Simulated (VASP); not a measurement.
# N: single point with LDA

N:

```xyz
2
Lattice="3.5746 0.0000 0.0000 -1.7873 3.0957 0.0000 0.0000 0.0000 5.7133" Properties=species:S:1:pos:R:3 pbc="T T T"
N     0.0000    2.0638    1.4283
N     1.7873    1.0319    4.2850
```

This cell differs from its parent crystal: strain -0.015 along x and y, -0.030 along z.

* Program: VASP 6.6.1
* Task: single point
* Functional: LDA
* Potentials or basis: VASP PAW LDA potentials, release 64 (N)
* Cutoff: 520 eV
* k mesh: 12 × 12 × 6
* Occupations: gaussian, width 0.05 eV
* Spin: collinear spin, ferromagnetic start
* Starting moments: [3.18, 3.18] μB
* Dipole correction: no
* Further INCAR settings: ALGO = Normal; EDIFF = 1e-07; NBANDS = 16

```yaml
Pressure: -0.3 GPa
Band_gap_on_the_k_mesh: 1.93 eV
Net_moment: 6.00 μB per cell
Site_moments: N +1.93 μB
Valence_electrons_inside_the_program's_atomic_spheres: N 3.24
```

Levels at points of the mesh, in eV from the valence-band top:
Spin up:
```tsv
k point	band 5	band 6	band 7	band 8	band 9	band 10	band 11	band 12
(0.00, 0.00, 0.00)	-0.20	-0.04	-0.04	0.00	6.93	10.74	11.32	17.33
(0.50, 0.00, 0.00)	-0.78	-0.49	-0.33	-0.17	10.51	10.67	11.74	12.69
(0.00, 0.00, 0.50)	-0.12	-0.12	-0.12	-0.12	8.33	8.33	14.49	14.49
(0.50, 0.00, 0.50)	-0.33	-0.33	-0.32	-0.32	10.66	10.66	11.88	11.88
```
Spin down:
```csv
k point,band 1,band 2,band 3,band 4,band 5,band 6
"(0.00, 0.00, 0.00)",-8.21,-7.60,1.93,4.01,4.01,4.24
"(0.50, 0.00, 0.00)",-7.65,-7.46,2.12,2.67,3.07,3.55
"(0.00, 0.00, 0.50)",-7.92,-7.92,2.95,2.95,4.12,4.12
"(0.50, 0.00, 0.50)",-7.55,-7.55,2.09,2.09,3.79,3.79
```

Run time: 55 s on 1 thread of AMD EPYC 9R45 96-Core Processor (Zen 5) (shared host), peak memory 0.19 GiB.

Caveat: the cell differs from its parent crystal (strain -0.015 along x and y, -0.030 along z); the atoms stand far beyond bonding distance. A k mesh can miss the band edges.
